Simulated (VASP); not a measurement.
# Cr (Pm-3m) in VASP: further runs

The runs below take Cr through single point, relaxation of cell and atoms, with BLYP.

Everything below comes from runs of VASP 6.6.1. Logs are shortened: lines on timing, memory, paths and dates and some standing lists are left out, and cuts for length are marked.

**1. The cell of the first run**

Symmetry: Pm-3m, No. 221, cubic system. The conventional cell has a = 2.369 Å, b = 2.369 Å, c = 2.369 Å, α = 90.00°, β = 90.00°, γ = 90.00°. Cr (site symmetry m-3m) has 6 Cr at 2.37 Å within 3.1 Å.

This isn't the form of Cr at room conditions, which is bcc.

**2. Single point, BLYP, collinear spin, antiferromagnetic start**

INCAR reads:

```
PREC = Accurate ; ENCUT = 520
EDIFF = 1E-6 ; ISMEAR = -1
SIGMA = 0.05 ; LREAL = F
LASPH = T ; NELM = 150
ALGO = Normal ; ISIF = 2
LWAVE = F ; LCHARG = F
ISPIN = 2 ; MAGMOM = 1.5 -1.5
LORBIT = 11 ; LMAXMIX = 4
GGA = B5 ; ALDAX = 1.0
AGGAX = 1.0 ; AGGAC = 1.0
ALDAC = 0.0 ; NBANDS = 23
```

KPOINTS reads:

```
regular mesh
0
Gamma
  12 12 12
```

POSCAR reads:

```
Cr
1.0
    0.0000000000      2.3688444582      2.3688444582
    2.3688444582      0.0000000000      2.3688444582
    2.3688444582      2.3688444582      0.0000000000
Cr
2
Direct
    0.0000000000      0.0000000000      0.0000000000
    0.5000000000      0.5000000000      0.5000000000
```

Potentials or basis: VASP PAW PBE potentials, release 64 (Cr_pv).

Run with:

```console
$ cat potpaw_PBE.64/Cr_pv/POTCAR > POTCAR
$ mpirun -np 1 vasp_std > vasp.out
```

OUTCAR:

```text
PREC = Accurate
   ENCUT = 520
   EDIFF = 1E-6
   ISMEAR = -1
   LREAL = F
   LASPH = T
   NELM = 150
   ISIF = 2
   ISPIN = 2
   LORBIT = 11
   GGA = B5

 ion  position               nearest neighbor table
   1  0.000  0.000  0.000-   2 2.37   2 2.37   2 2.37   2 2.37   2 2.37   2 2.37
   2  0.500  0.500  0.500-   1 2.37   1 2.37   1 2.37   1 2.37   1 2.37   1 2.37

  LATTYP: Found a face centered cubic cell.
 ALAT       =     4.7376889164

  Lattice vectors:

 A1 = (   0.0000000000,   2.3688444582,   2.3688444582)
 A2 = (   2.3688444582,   0.0000000000,   2.3688444582)
 A3 = (   2.3688444582,   2.3688444582,   0.0000000000)

Analysis of symmetry for initial positions (statically):
=====================================================================
 Subroutine PRICEL returns following result:

  LATTYP: Found a simple cubic cell.
 ALAT       =     2.3688444582

  Lattice vectors:

 A1 = (  -2.3688444582,   0.0000000000,   0.0000000000)
 A2 = (   0.0000000000,   0.0000000000,   2.3688444582)
 A3 = (   0.0000000000,   2.3688444582,   0.0000000000)

   2 primitive cells build up your supercell.

 Routine SETGRP: Setting up the symmetry group for a
 face centered cubic supercell.

 Subroutine GETGRP returns: Found 48 space group operations
 (whereof 48 operations were pure point group operations)
 out of a pool of 48 trial point group operations.

The static configuration has the point symmetry O_h .

Analysis of symmetry for dynamics (positions and initial velocities):
=====================================================================
 Subroutine PRICEL returns following result:

  LATTYP: Found a simple cubic cell.
 ALAT       =     2.3688444582

  Lattice vectors:

 A1 = (  -2.3688444582,   0.0000000000,   0.0000000000)
 A2 = (   0.0000000000,   0.0000000000,   2.3688444582)
 A3 = (   0.0000000000,   2.3688444582,   0.0000000000)

   2 primitive cells build up your supercell.

 Routine SETGRP: Setting up the symmetry group for a
 face centered cubic supercell.

 Subroutine GETGRP returns: Found 48 space group operations
 (whereof 48 operations were pure point group operations)
 out of a pool of 48 trial point group operations.

The dynamic configuration has the point symmetry O_h .

Analysis of structural, dynamic, and magnetic symmetry:
=====================================================================
 Subroutine PRICEL returns following result:

  LATTYP: Found a simple cubic cell.
 ALAT       =     2.3688444582

  Lattice vectors:

 A1 = (  -2.3688444582,   0.0000000000,   0.0000000000)
 A2 = (   0.0000000000,   0.0000000000,   2.3688444582)
 A3 = (   0.0000000000,   2.3688444582,   0.0000000000)

   2 primitive cells build up your supercell.

 Routine SETGRP: Setting up the symmetry group for a
 face centered cubic supercell.

 Subroutine GETGRP returns: Found 48 space group operations
 (whereof 48 operations were pure point group operations)
 out of a pool of 48 trial point group operations.

The overall configuration has the point symmetry O_h .

 Subroutine INISYM returns: Found 48 space group operations
 (whereof 48 operations are pure point group operations),
 and found     2 'primitive' translations

----------------------------------------------------------------------------------------

                                     Primitive cell

  volume of cell :      13.2926

  direct lattice vectors                    reciprocal lattice vectors
    -2.368844458  0.000000000  0.000000000    -0.422146755  0.000000000  0.000000000
     0.000000000  0.000000000  2.368844458     0.000000000  0.000000000  0.422146755
     0.000000000  2.368844458  0.000000000     0.000000000  0.422146755  0.000000000

  length of vectors
     2.368844458  2.368844458  2.368844458     0.422146755  0.422146755  0.422146755

  position of ions in fractional coordinates (direct lattice)
     0.000000000  0.000000000  0.000000000

  ion indices of the primitive-cell ions
   primitive index   ion index
                 1           1

----------------------------------------------------------------------------------------

 KPOINTS: regular mesh

Automatic generation of k-mesh.
 Grid dimensions read from file:
 generate k-points for:   12   12   12

 Generating k-lattice:

  Cartesian coordinates                     Fractional coordinates (reciprocal lattice)
    -0.017589448  0.017589448  0.017589448     0.083333333  0.000000000  0.000000000
     0.017589448 -0.017589448  0.017589448     0.000000000  0.083333333  0.000000000
     0.017589448  0.017589448 -0.017589448     0.000000000  0.000000000  0.083333333

  Length of vectors
     0.030465818  0.030465818  0.030465818

  Shift w.r.t. Gamma in fractional coordinates (k-lattice)
     0.000000000  0.000000000  0.000000000

 Subroutine IBZKPT returns following result:
 ===========================================

 Found     72 irreducible k-points:

 Following reciprocal coordinates:
            Coordinates               Weight
  0.000000  0.000000  0.000000      1.000000
  0.083333  0.000000  0.000000      8.000000
  0.166667  0.000000  0.000000      8.000000
  0.250000  0.000000  0.000000      8.000000
  0.333333  0.000000  0.000000      8.000000
  0.416667  0.000000  0.000000      8.000000
[... 16 lines left out ...]
  0.500000  0.166667  0.000000     24.000000
 -0.416667  0.166667  0.000000     24.000000
 [... further k-points ...]
   k-points           NKPTS =     72   k-points in BZ     NKDIM =     72   number of bands    NBANDS=     23
   number of dos      NEDOS =    301   number of ions     NIONS =      2
   total plane-waves  NPLWV =  21952
   dimension x,y,z NGX =    28 NGY =   28 NGZ =   28
   dimension x,y,z NGXF=    56 NGYF=   56 NGZF=   56
   ions per type =               2
   NGX,Y,Z   is equivalent  to a cutoff of  13.89, 13.89, 13.89 a.u.
   NGXF,Y,Z  is equivalent  to a cutoff of  27.79, 27.79, 27.79 a.u.
 SYSTEM =  unknown system
   PREC   = accura    normal or accurate (medium, high low for compatibility)
   ISTART =      0    job   : 0-new  1-cont  2-samecut
   ICHARG =      2    charge: 1-file 2-atom 10-const
   ISPIN  =      2    spin polarized calculation?
   LNONCOLLINEAR =      F non collinear calculations
   LSORBIT =      F    spin-orbit coupling
   LASPH  =      T    aspherical Exc in radial PAW
   ENCUT  =  520.0 eV  38.22 Ry    6.18 a.u.   6.23  6.23  6.23*2*pi/ulx,y,z
   NELM   =    150;   NELMIN=  2; NELMDL= -5     # of ELM steps
   EDIFF  = 0.1E-05   stopping-criterion for ELM
   LREAL  =      F    real-space projection
   EDIFFG = 0.1E-04   stopping-criterion for IOM
   NSW    =      0    number of steps for IOM
   IBRION =     -1    ionic relax: 0-MD 1-quasi-New 2-CG
   NFREE  =      0    steps in history (QN), initial steepest desc. (CG)
   ISIF   =      2    stress and relaxation
   ISYM   =      2    0-nonsym 1-usesym 2-fastsym
   POTIM  = 0.5000    time-step for ionic-motion
   TEBEG  =    0.0;   TEEND  =   0.0 temperature during run
   PSTRESS=    0.0 pullay stress
   NELECT =      24.0000    total number of electrons
   NUPDOWN=      -1.0000    fix difference up-down
   EMIN   =  10.00;   EMAX   =-10.00  energy-range for DOS
   EFERMI =   0.00;   METHOD = LEGACY
   ISMEAR =    -1;   SIGMA  =   0.05  broadening in eV -4-tet -1-fermi 0-gaus
   EFERMI_NEDOS =   21; number of points for ismear=-14 and -15
   IALGO  =     38    algorithm
   IMIX   =      4    mixing-type and parameters
     AMIX     =   0.40;   BMIX     =  1.00
     AMIX_MAG =   1.60;   BMIX_MAG =  1.00
  volume/ion in A,a.u.               =      13.29        89.70
  Fermi-wavevector in a.u.,A,eV,Ry     =   1.582215  2.989952 34.060863  2.503403
  Thomas-Fermi vector in A             =   2.682172
   LORBIT       =     11    0 simple, 1 ext, 2 COOP (PROOUT), +10 PAW based schemes
   GGA     = B5    functional components
   LHFCALC =     F    Hartree Fock is set to
   AEXX    =    0.0000 exact exchange contribution
   IVDW    =     0    specifies the selected vdW correction
   LEPSILON=     F    determine dielectric tensor
   LRPA    =     F    only Hartree local field effects (RPA)
 spin polarized calculation
  energy-cutoff  :      520.00
  volume of cell :       26.59
 maximum number of plane-waves:       728
 NGX is ok and might be reduce to    28
   NGX = 13   NGY = 13   NGZ = 13

 number of electron      23.9999996 magnetization      -0.0000000

 number of electron      23.9999996 magnetization       0.0000000

 Free energy of the ion-electron system (eV)
  ---------------------------------------------------
  ext. energy  EPLUGINS =         0.00000000
  ---------------------------------------------------
  free energy    TOTEN  =       -14.98867524 eV

  energy without entropy =      -14.96290154  energy(sigma->0) =      -14.97578839

 E-fermi :   9.6357     XC(G=0): -12.1569

 val. band max:        9.6351861674   @ k =   0.5000   0.3333   0.0833
 cond. band min:       9.6449972214   @ k =   0.5000   0.1667   0.0000
 fundamental gap:      0.0098110540
 Fermi energy:         9.6357479826

 spin component 1

 k-point     1 :       0.0000    0.0000    0.0000
  band No.  band energies     occupation
      1     -33.4636      1.00000
      2     -33.4636      1.00000
      3     -33.4636      1.00000
      4     -32.7746      1.00000
      5     -32.7746      1.00000
      6     -32.7746      1.00000
[... 15 lines left out ...]
     22      23.2129      0.00000
     23      23.2129      0.00000

 k-point     2 :       0.0833    0.0000    0.0000
  band No.  band energies     occupation
      1     -33.4557      1.00000
      2     -33.4533      1.00000
      3     -33.4533      1.00000
      4     -32.7902      1.00000
      5     -32.7870      1.00000
      6     -32.7870      1.00000
[... 15 lines left out ...]
     22      23.2475      0.00000
     23      23.2475      0.00000
[... 544 lines left out ...]
     22      20.6611      0.00000
     23      23.6861      0.00000

 k-point    24 :      -0.4167    0.1667    0.0000
  band No.  band energies     occupation
      1     -33.4955      1.00000
      2     -33.3156      1.00000
      3     -33.2888      1.00000
      4     -33.0088      1.00000
      5     -32.9851      1.00000
      6     -32.8038      1.00000
[... 15 lines left out ...]
     22      21.2858      0.00000
     23      23.9841      0.00000

 [... further k-points ...]

 spin component 2

 k-point     1 :       0.0000    0.0000    0.0000
  band No.  band energies     occupation
      1     -33.4636      1.00000
      2     -33.4636      1.00000
      3     -33.4636      1.00000
      4     -32.7746      1.00000
      5     -32.7746      1.00000
      6     -32.7746      1.00000
[... 15 lines left out ...]
     22      23.2129      0.00000
     23      23.2129      0.00000

 k-point     2 :       0.0833    0.0000    0.0000
  band No.  band energies     occupation
      1     -33.4557      1.00000
      2     -33.4533      1.00000
      3     -33.4533      1.00000
      4     -32.7902      1.00000
      5     -32.7870      1.00000
      6     -32.7870      1.00000
[... 15 lines left out ...]
     22      23.2475      0.00000
     23      23.2475      0.00000
[... 544 lines left out ...]
     22      20.6611      0.00000
     23      23.6861      0.00000

 k-point    24 :      -0.4167    0.1667    0.0000
  band No.  band energies     occupation
      1     -33.4955      1.00000
      2     -33.3156      1.00000
      3     -33.2888      1.00000
      4     -33.0088      1.00000
      5     -32.9851      1.00000
      6     -32.8038      1.00000
[... 15 lines left out ...]
     22      21.2858      0.00000
     23      23.9841      0.00000

 [... further k-points ...]

------------------------ aborting loop because EDIFF is reached ----------------------------------------

  FORCE on cell =-STRESS in cart. coord.  units (eV):
  Direction    XX          YY          ZZ          XY          YZ          ZX
  --------------------------------------------------------------------------------------
  -------------------------------------------------------------------------------------
  Total        0.0094947      0.0094947      0.0094947      0.0000000      0.0000000     -0.0000000
  in kB        0.5722069      0.5722069      0.5722069      0.0000000      0.0000000     -0.0000000
  external PRESSURE =       0.5722069 kB  Pullay stress =       0.0000000 kB

 VOLUME and BASIS-vectors are now :
 -----------------------------------------------------------------------------
  energy-cutoff  :      520.00
  volume of cell :       26.59
      direct lattice vectors                 reciprocal lattice vectors
     0.000000000  2.368844458  2.368844458    -0.211073377  0.211073377  0.211073377
     2.368844458  0.000000000  2.368844458     0.211073377 -0.211073377  0.211073377
     2.368844458  2.368844458  0.000000000     0.211073377  0.211073377 -0.211073377

 POSITION                                       TOTAL-FORCE (eV/Angst)
 -----------------------------------------------------------------------------------
      0.00000      0.00000      0.00000        -0.000000      0.000000     -0.000000
      2.36884      2.36884      2.36884         0.000000     -0.000000      0.000000
 -----------------------------------------------------------------------------------
    total drift:                                0.000000      0.000000      0.000000

  FREE ENERGIE OF THE ION-ELECTRON SYSTEM (eV)
  ---------------------------------------------------
  free  energy   TOTEN  =       -14.9886752375 eV

  energy  without entropy=      -14.9629015411  energy(sigma->0) =      -14.97578839

 total charge

# of ion       s       p       d       tot
------------------------------------------
    1        0.401   6.278   4.352  11.031
    2        0.401   6.278   4.352  11.031
--------------------------------------------------
tot          0.802  12.556   8.705  22.063

 magnetization (x)

# of ion       s       p       d       tot
------------------------------------------
    1        0.001   0.000   0.129   0.130
    2       -0.001  -0.000  -0.129  -0.130
--------------------------------------------------
tot          0.000   0.000   0.000   0.000
```

It took 1.9 min on 1 thread of Intel Xeon 6975P-C (Granite Rapids), shared host; peak memory 0.2 GiB.

Results:

* Free energy: -14.9887 eV
* Pressure: 0.1 GPa
* Band gap on the k mesh: zero (filled and empty bands overlap)
* Net moment: 0.00 μB per cell
* Site moments: Cr +0.13, -0.13 μB
* Valence electrons inside the program's atomic spheres: Cr 11.03

Caveat: an empty level that is flat over the whole mesh can mark a ghost state of the potentials, or a narrow d or f band; the PAW data sets were made with another functional, which shifts forces and pressure a little.

**3. Relaxation of cell and atoms, BLYP, collinear spin, antiferromagnetic start**

This run uses another cell than the first one, of 12.95 Å³/atom.

INCAR reads:

```
SYSTEM = Cr
PREC = Accurate
ENCUT = 600
EDIFF = 1E-6
ISMEAR = -1
SIGMA = 0.05
LREAL = .FALSE.
LASPH = .TRUE.
NELM = 150
ALGO = Normal
ISIF = 3
LWAVE = .FALSE.
LCHARG = .FALSE.
ISPIN = 2
MAGMOM = 1.5 -1.5
LORBIT = 11
LMAXMIX = 4
GGA = B5
ALDAX = 1.0
AGGAX = 1.0
AGGAC = 1.0
ALDAC = 0.0
IBRION = 2
NSW = 80
EDIFFG = -0.01
```

KPOINTS reads:

```
Automatic mesh
0
G
  12 12 12
  0 0 0
```

POSCAR reads:

```
Cr
1.0
    0.0000000000      2.3484326893      2.3484326893
    2.3484326893      0.0000000000      2.3484326893
    2.3484326893      2.3484326893      0.0000000000
Cr
2
Direct
    0.0000000000      0.0000000000      0.0000000000
    0.5000000000      0.5000000000      0.5000000000
```

Potentials or basis: VASP PAW PBE potentials, release 64 (Cr_pv).

Run with:

```console
$ cat potpaw_PBE.64/Cr_pv/POTCAR > POTCAR
$ mpirun -np 1 vasp_std > vasp.out
```

Wall time 2.9 min (1 thread of Intel Xeon 6975P-C (Granite Rapids), shared host); peak memory 0.21 GiB.

Results (log left out):

| Quantity | Value |
| --- | --- |
| Free energy | -14.9889 eV |
| Relaxed volume | 13.28 Å³/atom |
| Relaxed cell | a = 3.349 Å, b = 3.349 Å, c = 3.349 Å, α = 60.00°, β = 60.00°, γ = 60.00° |
| Space group after relaxing (to 0.1 Å) | Pm-3m (No. 221) |
| Energy gained by relaxing | 4.9 meV/atom |
| Ionic steps | 4 |
| Pressure after relaxing | 0.1 GPa |
| Band gap on the k mesh | zero (filled and empty bands overlap) |
| Net moment | 0.00 μB per cell |
| Valence electrons inside the program's atomic spheres | Cr 11.03 |

The path:
```tsv
step	energy change (eV)	largest force (eV/Å)	pressure (GPa)	volume (Å³)
1	0.0000	0.0000	4.56	25.90
2	0.0007	0.0000	-4.55	27.31
3	-0.0097	0.0000	-0.16	26.59
4	-0.0097	0.0000	0.09	26.57
```

Final structure:
```cif
data_structure
_symmetry_space_group_name_H-M 'P 1'
_symmetry_Int_Tables_number 1
_cell_length_a 3.3493
_cell_length_b 3.3493
_cell_length_c 3.3493
_cell_angle_alpha 60.000
_cell_angle_beta 60.000
_cell_angle_gamma 60.000
_cell_volume 26.57
loop_
_atom_site_label
_atom_site_type_symbol
_atom_site_fract_x
_atom_site_fract_y
_atom_site_fract_z
_atom_site_occupancy
Cr1 Cr 0.00000 0.00000 0.00000 1
Cr2 Cr 0.50000 0.50000 0.50000 1
```

Levels at points of the mesh, in eV from the Fermi level:
Spin up:
| k point | band 9 | band 10 | band 11 | band 12 | band 13 | band 14 | band 15 | band 16 |
| --- | --- | --- | --- | --- | --- | --- | --- | --- |
| (0.00, 0.00, 0.00) | -3.07 | -2.73 | -2.73 | -2.73 | 2.34 | 2.34 | 2.34 | 3.58 |
| (0.50, 0.00, 0.00) | -0.86 | -0.86 | -0.86 | -0.86 | 0.40 | 0.40 | 0.40 | 0.40 |
| (0.50, 0.50, 0.00) | -2.36 | -1.68 | -0.38 | 0.50 | 0.50 | 0.89 | 0.89 | 2.51 |
Spin down:
```
           k point  band 10  band 11  band 12  band 13  band 14  band 15
(0.00, 0.00, 0.00)    -2.73    -2.73    -2.73     2.34     2.34     2.34
(0.50, 0.00, 0.00)    -0.86    -0.86    -0.86     0.40     0.40     0.40
(0.50, 0.50, 0.00)    -1.68    -0.38     0.50     0.50     0.89     0.89
```

Caveat: the PAW data sets were made with another functional, which shifts forces and pressure a little.

**4. Single point, BLYP, collinear spin, antiferromagnetic start**

INCAR reads:

```
PREC = Accurate
ENCUT = 520
EDIFF = 1E-6
ISMEAR = -1
SIGMA = 0.05
LREAL = False
LASPH = True
NELM = 150
ALGO = Normal
ISIF = 2
LWAVE = False
LCHARG = True
ISPIN = 2
MAGMOM = 1.5 -1.5
LORBIT = 11
LMAXMIX = 4
GGA = B5
ALDAX = 1.0
AGGAX = 1.0
AGGAC = 1.0
ALDAC = 0.0
LELF = True
LVHAR = True
NBANDS = 23
```

KPOINTS reads:

```
Automatic mesh
0
Gamma
  19 19 19
```

POSCAR reads:

```
Cr
1.0
    0.0000000000      2.3688444582      2.3688444582
    2.3688444582      0.0000000000      2.3688444582
    2.3688444582      2.3688444582      0.0000000000
Cr
2
Direct
    0.0000000000      0.0000000000      0.0000000000
    0.5000000000      0.5000000000      0.5000000000
```

Run with:

```console
$ cat potpaw_PBE.64/Cr_pv/POTCAR > POTCAR
$ mpirun -np 1 vasp_std > vasp.out
```

It took 6.4 min on 1 thread of Intel Xeon 6975P-C (Granite Rapids), shared host; peak memory 0.3 GiB.

It converged, with:

| Item | Value |
| --- | --- |
| Free energy | -14.9877 eV |
| Pressure | 0.1 GPa |
| Band gap on the k mesh | zero (filled and empty bands overlap) |
| Net moment | 0.00 μB per cell |
| Site moments | Cr +0.16, -0.16 μB |
| Valence electrons inside the program's atomic spheres | Cr 11.03 |

Levels at points of the mesh, in eV from the Fermi level:
Spin up:
| k point | band 8 | band 9 | band 10 | band 11 | band 12 | band 13 | band 14 | band 15 | band 16 | band 17 |
| --- | --- | --- | --- | --- | --- | --- | --- | --- | --- | --- |
| (0.00, 0.00, 0.00) | -3.06 | -3.06 | -2.72 | -2.72 | -2.72 | 2.35 | 2.35 | 2.35 | 3.59 | 3.59 |
Spin down:
```
           k point  band 9  band 10  band 11  band 12  band 13  band 14  band 15  band 16
(0.00, 0.00, 0.00)   -3.06    -2.72    -2.72    -2.72     2.35     2.35     2.35     3.59
```

Caveat: an empty level that is flat over the whole mesh can mark a ghost state of the potentials, or a narrow d or f band; the PAW data sets were made with another functional, which shifts forces and pressure a little.
